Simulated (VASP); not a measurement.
# GaSbTe2S (Pmmm) in VASP: notebook

Runs on GaSbTe2S. Level: PBE. Tasks: single point, relaxation of cell and atoms.

All numbers are computed with VASP 6.6.1; they aren't measurements. Logs are shortened: lines on timing, memory, paths and dates and some standing lists are left out, and cuts for length are marked.

## 1. The cell of the first run

The structure is orthorhombic, space group Pmmm (No. 47). Conventional cell: a = 3.418 Å, b = 4.168 Å, c = 11.446 Å, α = 90.00°, β = 90.00°, γ = 90.00°. Ga (site symmetry mmm) has 2 Te at 2.63 Å and 2 Ga at 3.42 Å within 3.5 Å. Within 3.6 Å of Sb (site symmetry mmm) lie 4 S at 2.70 Å and 2 Te at 3.09 Å and 2 Sb at 3.42 Å. Within 3.5 Å of Te (site symmetry mm2) lie 1 Ga at 2.63 Å and 1 Sb at 3.09 Å and 2 Te at 3.42 Å. S (site symmetry mmm) has 4 Sb at 2.70 Å and 2 S at 3.42 Å within 3.6 Å.

The cell was generated, and may not be a known phase.

## 2. Single point, PBE

The input, INCAR:

```
SYSTEM = GaSbTe2S
PREC = Accurate
ENCUT = 520
EDIFF = 1E-6
ISMEAR = 0
SIGMA = 0.1
LREAL = .False.
LASPH = .True.
NELM = 60
ALGO = Normal
ISIF = 2
LWAVE = .False.
LCHARG = .False.
GGA = PE
NBANDS = 26
```

The input, KPOINTS:

```
Automatic mesh
0
Gamma
  6 4 4
  0 0 0
```

The input, POSCAR:

```
GaSbTe2S
1.0
    4.1681532576      0.0000000000      0.0000000000
    0.0000000000     11.4461898789      0.0000000000
    0.0000000000      0.0000000000      3.4177823986
Ga Sb Te S
1 1 2 1
Direct
    0.5000000000      0.0000000000      0.0000000000
    0.5000000000      0.5000000000      0.0000000000
    0.5000000000      0.2297201693      0.0000000000
    0.5000000000      0.7702798307      0.0000000000
    0.0000000000      0.5000000000      0.5000000000
```

Potentials or basis: VASP PAW PBE potentials, release 64 (Ga_d, Sb, Te, S).

Command:

```
$ cat potpaw_PBE.64/Ga_d/POTCAR potpaw_PBE.64/Sb/POTCAR potpaw_PBE.64/Te/POTCAR potpaw_PBE.64/S/POTCAR > POTCAR
$ mpirun -np 1 vasp_std > vasp.out
```

OUTCAR:

```text
SYSTEM = GaSbTe2S
   PREC = Accurate
   ENCUT = 520
   EDIFF = 1E-6
   ISMEAR = 0
   LREAL = .False.
   LASPH = .True.
   NELM = 60
   ISIF = 2
   GGA = PE

 ion  position               nearest neighbor table
   1  0.500  0.000  0.000-   3 2.63   4 2.63
   2  0.500  0.500  0.000-   5 2.70   5 2.70   5 2.70   5 2.70   3 3.09   4 3.09
   3  0.500  0.230  0.000-   1 2.63   2 3.09
   4  0.500  0.770  0.000-   1 2.63   2 3.09
   5  0.000  0.500  0.500-   2 2.70   2 2.70   2 2.70   2 2.70

  LATTYP: Found a simple orthorhombic cell.
 ALAT       =     3.4177823986
 B/A-ratio  =     1.2195490442
 C/A-ratio  =     3.3490107163

  Lattice vectors:

 A1 = (   0.0000000000,   0.0000000000,   3.4177823986)
 A2 = (   4.1681532576,   0.0000000000,   0.0000000000)
 A3 = (   0.0000000000,  11.4461898789,   0.0000000000)

Analysis of symmetry for initial positions (statically):
=====================================================================
 Subroutine PRICEL returns:
 Original cell was already a primitive cell.

 Routine SETGRP: Setting up the symmetry group for a
 simple orthorhombic supercell.

 Subroutine GETGRP returns: Found  8 space group operations
 (whereof  8 operations were pure point group operations)
 out of a pool of  8 trial point group operations.

The static configuration has the point symmetry D_2h.

Analysis of symmetry for dynamics (positions and initial velocities):
=====================================================================
 Subroutine PRICEL returns:
 Original cell was already a primitive cell.

 Routine SETGRP: Setting up the symmetry group for a
 simple orthorhombic supercell.

 Subroutine GETGRP returns: Found  8 space group operations
 (whereof  8 operations were pure point group operations)
 out of a pool of  8 trial point group operations.

The dynamic configuration has the point symmetry D_2h.

 Subroutine INISYM returns: Found  8 space group operations
 (whereof  8 operations are pure point group operations),
 and found     1 'primitive' translations

----------------------------------------------------------------------------------------

                                     Primitive cell

  volume of cell :     163.0606

  direct lattice vectors                    reciprocal lattice vectors
     4.168153258  0.000000000  0.000000000     0.239914403  0.000000000  0.000000000
     0.000000000 11.446189879  0.000000000     0.000000000  0.087365316  0.000000000
     0.000000000  0.000000000  3.417782399     0.000000000  0.000000000  0.292587381

  length of vectors
     4.168153258 11.446189879  3.417782399     0.239914403  0.087365316  0.292587381

  position of ions in fractional coordinates (direct lattice)
     0.500000000  0.000000000  0.000000000
     0.500000000  0.500000000  0.000000000
     0.500000000  0.229720169  0.000000000
     0.500000000  0.770279831  0.000000000
     0.000000000  0.500000000  0.500000000

  ion indices of the primitive-cell ions
   primitive index   ion index
                 1           1
                 2           2
                 3           3
                 4           4
                 5           5

----------------------------------------------------------------------------------------

 KPOINTS: Automatic mesh

Automatic generation of k-mesh.
 Grid dimensions read from file:
 generate k-points for:    6    4    4

 Generating k-lattice:

  Cartesian coordinates                     Fractional coordinates (reciprocal lattice)
     0.039985734  0.000000000  0.000000000     0.166666667  0.000000000  0.000000000
     0.000000000  0.021841329  0.000000000     0.000000000  0.250000000  0.000000000
     0.000000000  0.000000000  0.073146845     0.000000000  0.000000000  0.250000000

  Length of vectors
     0.039985734  0.021841329  0.073146845

  Shift w.r.t. Gamma in fractional coordinates (k-lattice)
     0.000000000  0.000000000  0.000000000

 Subroutine IBZKPT returns following result:
 ===========================================

 Found     36 irreducible k-points:

 Following reciprocal coordinates:
            Coordinates               Weight
  0.000000  0.000000  0.000000      1.000000
  0.166667  0.000000  0.000000      2.000000
  0.333333  0.000000  0.000000      2.000000
  0.500000  0.000000  0.000000      1.000000
  0.000000  0.250000  0.000000      2.000000
  0.166667  0.250000  0.000000      4.000000
[... 16 lines left out ...]
  0.333333  0.500000  0.250000      4.000000
  0.500000  0.500000  0.250000      2.000000
 [... further k-points ...]
   k-points           NKPTS =     36   k-points in BZ     NKDIM =     36   number of bands    NBANDS=     26
   number of dos      NEDOS =    301   number of ions     NIONS =      5
   total plane-waves  NPLWV =  80640
   dimension x,y,z NGX =    32 NGY =   90 NGZ =   28
   dimension x,y,z NGXF=    64 NGYF=  180 NGZF=   56
   ions per type =               1   1   2   1
   NGX,Y,Z   is equivalent  to a cutoff of  12.76, 13.07, 13.62 a.u.
   NGXF,Y,Z  is equivalent  to a cutoff of  25.53, 26.14, 27.24 a.u.
 SYSTEM =  GaSbTe2S
   PREC   = accura    normal or accurate (medium, high low for compatibility)
   ISTART =      0    job   : 0-new  1-cont  2-samecut
   ICHARG =      2    charge: 1-file 2-atom 10-const
   ISPIN  =      1    spin polarized calculation?
   LNONCOLLINEAR =      F non collinear calculations
   LSORBIT =      F    spin-orbit coupling
   LASPH  =      T    aspherical Exc in radial PAW
   ENCUT  =  520.0 eV  38.22 Ry    6.18 a.u.   7.75 21.28  6.35*2*pi/ulx,y,z
   NELM   =     60;   NELMIN=  2; NELMDL= -5     # of ELM steps
   EDIFF  = 0.1E-05   stopping-criterion for ELM
   LREAL  =      F    real-space projection
   EDIFFG = 0.1E-04   stopping-criterion for IOM
   NSW    =      0    number of steps for IOM
   IBRION =     -1    ionic relax: 0-MD 1-quasi-New 2-CG
   NFREE  =      0    steps in history (QN), initial steepest desc. (CG)
   ISIF   =      2    stress and relaxation
   ISYM   =      2    0-nonsym 1-usesym 2-fastsym
   POTIM  = 0.5000    time-step for ionic-motion
   TEBEG  =    0.0;   TEEND  =   0.0 temperature during run
   PSTRESS=    0.0 pullay stress
   NELECT =      36.0000    total number of electrons
   NUPDOWN=      -1.0000    fix difference up-down
   EMIN   =  10.00;   EMAX   =-10.00  energy-range for DOS
   EFERMI =   0.00;   METHOD = LEGACY
   ISMEAR =     0;   SIGMA  =   0.10  broadening in eV -4-tet -1-fermi 0-gaus
   EFERMI_NEDOS =   21; number of points for ismear=-14 and -15
   IALGO  =     38    algorithm
   IMIX   =      4    mixing-type and parameters
     AMIX     =   0.40;   BMIX     =  1.00
     AMIX_MAG =   1.60;   BMIX_MAG =  1.00
  volume/ion in A,a.u.               =      32.61       220.08
  Fermi-wavevector in a.u.,A,eV,Ry     =   0.989447  1.869784 13.320184  0.979006
  Thomas-Fermi vector in A             =   2.121047
   LORBIT       =      0    0 simple, 1 ext, 2 COOP (PROOUT), +10 PAW based schemes
   GGA     = PE    functional components
   LHFCALC =     F    Hartree Fock is set to
   AEXX    =    0.0000 exact exchange contribution
   IVDW    =     0    specifies the selected vdW correction
   LEPSILON=     F    determine dielectric tensor
   LRPA    =     F    only Hartree local field effects (RPA)
 non-spin polarized calculation
 Gauss-broadening in eV      SIGMA  =   0.10
  energy-cutoff  :      520.00
  volume of cell :      163.06
 maximum number of plane-waves:      4416
 NGX is ok and might be reduce to    32
   NGX = 15   NGY = 43   NGZ = 13

 number of electron      35.9999998 magnetization

 Free energy of the ion-electron system (eV)
  ---------------------------------------------------
  ext. energy  EPLUGINS =         0.00000000
  ---------------------------------------------------
  free energy    TOTEN  =       -16.62583033 eV

  energy without entropy =      -16.60680006  energy(sigma->0) =      -16.61631519

 E-fermi :   3.9448     XC(G=0):  -8.6246

 val. band max:        3.9402198856   @ k =   0.0000   0.2500   0.5000
 cond. band min:       3.9611682114   @ k =   0.1667   0.2500   0.5000
 fundamental gap:      0.0209483259
 Fermi energy:         3.9447515012

 k-point     1 :       0.0000    0.0000    0.0000
  band No.  band energies     occupation
      1     -11.2246      2.00000
      2     -11.2162      2.00000
      3     -11.1688      2.00000
      4     -11.1322      2.00000
      5     -11.1047      2.00000
      6     -10.3407      2.00000
[... 18 lines left out ...]
     25       9.4641      0.00000
     26       9.8038      0.00000

 k-point     2 :       0.1667    0.0000    0.0000
  band No.  band energies     occupation
      1     -11.2238      2.00000
      2     -11.2141      2.00000
      3     -11.1693      2.00000
      4     -11.1332      2.00000
      5     -11.1046      2.00000
      6     -10.1496      2.00000
[... 18 lines left out ...]
     25       9.8751      0.00000
     26      10.0174      0.00000

 k-point     3 :       0.3333    0.0000    0.0000
  band No.  band energies     occupation
      1     -11.2225      2.00000
      2     -11.2097      2.00000
      3     -11.1705      2.00000
      4     -11.1352      2.00000
      5     -11.1045      2.00000
      6      -9.6284      2.00000
[... 18 lines left out ...]
     25      10.1159      0.00000
     26      10.3201      0.00000

 k-point     4 :       0.5000    0.0000    0.0000
  band No.  band energies     occupation
      1     -11.2219      2.00000
      2     -11.2075      2.00000
      3     -11.1711      2.00000
      4     -11.1362      2.00000
      5     -11.1044      2.00000
      6      -9.1876      2.00000
[... 18 lines left out ...]
     25      10.4101      0.00000
     26      10.8320      0.00000

 k-point     5 :       0.0000    0.2500    0.0000
  band No.  band energies     occupation
      1     -11.2244      2.00000
      2     -11.2162      2.00000
      3     -11.1688      2.00000
      4     -11.1322      2.00000
      5     -11.1047      2.00000
      6     -10.3412      2.00000
[... 18 lines left out ...]
     25       9.2833      0.00000
     26       9.7462      0.00000

 k-point     6 :       0.1667    0.2500    0.0000
  band No.  band energies     occupation
      1     -11.2236      2.00000
      2     -11.2141      2.00000
      3     -11.1693      2.00000
      4     -11.1332      2.00000
      5     -11.1046      2.00000
      6     -10.1500      2.00000
[... 427 lines left out ...]
 k-point    21 :       0.0000    0.5000    0.2500
  band No.  band energies     occupation
      1     -11.2162      2.00000
      2     -11.1856      2.00000
      3     -11.1806      2.00000
      4     -11.1307      2.00000
      5     -11.1190      2.00000
      6      -9.7317      2.00000
[... 18 lines left out ...]
     25       9.3206      0.00000
     26       9.6335      0.00000

 k-point    22 :       0.1667    0.5000    0.2500
  band No.  band energies     occupation
      1     -11.2148      2.00000
      2     -11.1842      2.00000
      3     -11.1814      2.00000
      4     -11.1317      2.00000
      5     -11.1189      2.00000
      6      -9.5547      2.00000
[... 18 lines left out ...]
     25       9.9202      0.00000
     26      10.2851      0.00000

 k-point    23 :       0.3333    0.5000    0.2500
  band No.  band energies     occupation
      1     -11.2122      2.00000
      2     -11.1831      2.00000
      3     -11.1812      2.00000
      4     -11.1336      2.00000
      5     -11.1187      2.00000
      6      -9.0901      2.00000
[... 18 lines left out ...]
     25      10.1544      0.00000
     26      10.1640      0.00000

 k-point    24 :       0.5000    0.5000    0.2500
  band No.  band energies     occupation
      1     -11.2110      2.00000
      2     -11.1839      2.00000
      3     -11.1796      2.00000
      4     -11.1345      2.00000
      5     -11.1186      2.00000
      6      -8.7359      2.00000
[... 18 lines left out ...]
     25       9.9848      0.00000
     26      10.0546      0.00000

 [... further k-points ...]

------------------------ aborting loop because EDIFF is reached ----------------------------------------

  FORCE on cell =-STRESS in cart. coord.  units (eV):
  Direction    XX          YY          ZZ          XY          YZ          ZX
  --------------------------------------------------------------------------------------
  -------------------------------------------------------------------------------------
  Total       -0.0237800      0.0051702     -0.0752012      0.0000000      0.0000000      0.0000000
  in kB       -0.2336542      0.0508009     -0.7389015      0.0000000      0.0000000      0.0000000
  external PRESSURE =      -0.3072516 kB  Pullay stress =       0.0000000 kB

 VOLUME and BASIS-vectors are now :
 -----------------------------------------------------------------------------
  energy-cutoff  :      520.00
  volume of cell :      163.06
      direct lattice vectors                 reciprocal lattice vectors
     4.168153258  0.000000000  0.000000000     0.239914403  0.000000000  0.000000000
     0.000000000 11.446189879  0.000000000     0.000000000  0.087365316  0.000000000
     0.000000000  0.000000000  3.417782399     0.000000000  0.000000000  0.292587381

 POSITION                                       TOTAL-FORCE (eV/Angst)
 -----------------------------------------------------------------------------------
      2.08408      0.00000      0.00000         0.000000      0.000000      0.000000
      2.08408      5.72309      0.00000         0.000000      0.000000      0.000000
      2.08408      2.62942      0.00000        -0.000000      0.015681      0.000000
      2.08408      8.81677      0.00000        -0.000000     -0.015681      0.000000
      0.00000      5.72309      1.70889         0.000000      0.000000      0.000000
 -----------------------------------------------------------------------------------
    total drift:                                0.000000      0.000000     -0.000000

  FREE ENERGIE OF THE ION-ELECTRON SYSTEM (eV)
  ---------------------------------------------------
  free  energy   TOTEN  =       -16.6258303339 eV

  energy  without entropy=      -16.6068000551  energy(sigma->0) =      -16.61631519
```

Wall time 2.3 min (1 thread of AMD EPYC 7R13 (Zen 3), shared host); peak memory 0.35 GiB.

Results:

```
Free energy            : -16.6258 eV
Pressure               : 0.0 GPa
Largest force          : 0.016 eV/Å
Band gap on the k mesh : zero (bands 18 and 19 overlap by 2.61 eV)
```

Forces on the atoms (eV/Å):
```
Ga   0.000  0.000  0.000
Sb   0.000  0.000  0.000
Te   0.000  0.016  0.000
Te   0.000 -0.016  0.000
S    0.000  0.000  0.000
```

Levels at points of the mesh, in eV from the Fermi level:
```
           k point  band 14  band 15  band 16  band 17  band 18  band 19  band 20  band 21  band 22  band 23
(0.00, 0.00, 0.00)    -1.82    -0.59    -0.40     0.28     1.68     1.76     1.97     3.25     4.21     4.61
(0.50, 0.00, 0.00)    -1.51    -1.23    -0.15     0.28     0.53     1.42     1.52     1.73     2.20     2.48
(0.00, 0.50, 0.00)    -2.35    -0.67    -0.30    -0.19     1.74     1.99     3.18     3.32     4.18     4.84
(0.50, 0.50, 0.00)    -2.18    -1.94    -1.23     0.64     0.74     1.48     1.58     1.98     2.67     3.12
(0.00, 0.00, 0.50)    -2.82    -1.60    -1.48    -1.09    -0.55    -0.03     0.63     0.70     1.44     1.80
(0.50, 0.00, 0.50)    -3.13    -3.08    -1.64    -1.54    -1.32     0.37     1.93     1.97     2.02     3.82
(0.00, 0.50, 0.50)    -2.32    -1.82    -1.34    -1.17    -0.60    -0.53     0.02     0.38     0.95     3.97
(0.50, 0.50, 0.50)    -2.93    -1.66    -1.65    -1.64    -1.17    -0.68     0.26     1.86     3.96     4.26
```

Caveat: the k points lie up to 0.46 Å⁻¹ apart, too coarse for converged energies and pressures of a metal; spin-orbit coupling is left out, which moves the levels of the heavy elements.

## 3. Single point, PBE

This run uses another cell than the first one, of 33.58 Å³/atom.

The input, INCAR:

```
SYSTEM = GaSbTe2S
PREC = Accurate ; ENCUT = 520
EDIFF = 1E-6 ; ISMEAR = 0
SIGMA = 0.1 ; LREAL = .FALSE.
LASPH = .TRUE. ; NELM = 80
ALGO = Normal ; ISIF = 2
LWAVE = .FALSE. ; LCHARG = .FALSE.
GGA = PE ; NBANDS = 26
```

The input, KPOINTS:

```
regular mesh
0
G
  6 4 4
  0 0 0
```

The input, POSCAR:

```
GaSbTe2S
1.0
    3.2980240500      0.0000000000      0.0000000000
    0.0000000000      7.1046929100      0.0000000000
    0.0000000000      0.0000000000      7.1662435500
Ga Sb Te S
1 1 2 1
Direct
    0.5000000000      0.0000000000      0.0000000000
    0.5000000000      0.5000000000      0.0000000000
    0.5000000000      0.2303579700      0.0000000000
    0.5000000000      0.7696420300      0.0000000000
    0.0000000000      0.5000000000      0.5000000000
```

Potentials or basis: VASP PAW PBE potentials, release 64 (Ga_d, Sb, Te, S).

Command:

```
$ cat potpaw_PBE.64/Ga_d/POTCAR potpaw_PBE.64/Sb/POTCAR potpaw_PBE.64/Te/POTCAR potpaw_PBE.64/S/POTCAR > POTCAR
$ mpirun -np 1 vasp_std > vasp.out
```

Wall time 2.4 min (1 thread of AMD EPYC 7R13 (Zen 3), shared host); peak memory 0.36 GiB.

The run converged. Its results:

```yaml
Free_energy: 31.4250 eV
Pressure: 93.4 GPa
Largest_force: 14.249 eV/Å
Band_gap_on_the_k_mesh: zero (bands 18 and 19 overlap by 1.79 eV)
```

Forces in eV/Å, atoms in the order of the input:
```
Ga    0.000   0.000   0.000
Sb    0.000   0.000   0.000
Te    0.000  14.249   0.000
Te    0.000 -14.249   0.000
S     0.000   0.000   0.000
```

Stress tensor (GPa, compression positive):
```
  7.52   0.00   0.00
  0.00 275.97   0.00
  0.00   0.00  -3.34
```

Levels at points of the mesh, in eV from the Fermi level:
```
           k point  band 14  band 15  band 16  band 17  band 18  band 19  band 20  band 21  band 22  band 23
(0.00, 0.00, 0.00)    -3.03    -1.30    -0.85    -0.81    -0.33     1.06     1.34     2.63     3.52     4.94
(0.50, 0.00, 0.00)    -4.93    -3.09    -2.16    -1.43    -0.62     0.02     0.99     2.67     2.69     4.14
(0.00, 0.50, 0.00)    -3.22    -1.04    -0.92     0.71     1.25     1.36     2.36     3.47     3.85     3.90
(0.50, 0.50, 0.00)    -5.37    -2.16    -2.14    -0.76    -0.60     0.03     1.49     2.66     2.74     3.57
(0.00, 0.00, 0.50)    -2.72    -1.57    -0.93    -0.81    -0.66     1.15     1.24     3.47     4.27     4.31
(0.50, 0.00, 0.50)    -4.96    -3.10    -2.29    -1.12    -0.20    -0.04     0.97     1.99     2.71     4.44
(0.00, 0.50, 0.50)    -3.22    -1.23    -0.82     0.17     1.24     1.44     2.47     3.74     3.86     3.93
(0.50, 0.50, 0.50)    -5.38    -2.19    -2.02    -0.73    -0.15    -0.08     1.58     2.62     2.72     2.81
```

Caveat: atoms lie so close that the PAW spheres overlap strongly, which falsifies energies and pressures; the stress differs along the axes, from -3 to 276 GPa; spin-orbit coupling is left out, which moves the levels of the heavy elements; this functional lacks dispersion, which binds layers or chains, so the pressure and a relaxed spacing across them are unreliable; forces of over 1 eV/Å act on the atoms, so gaps and moduli don't describe the material at rest.

(Part 1 of 2 ends here.)

The gap in the log of VASP goes by the Fermi energy; the results here count the filled bands.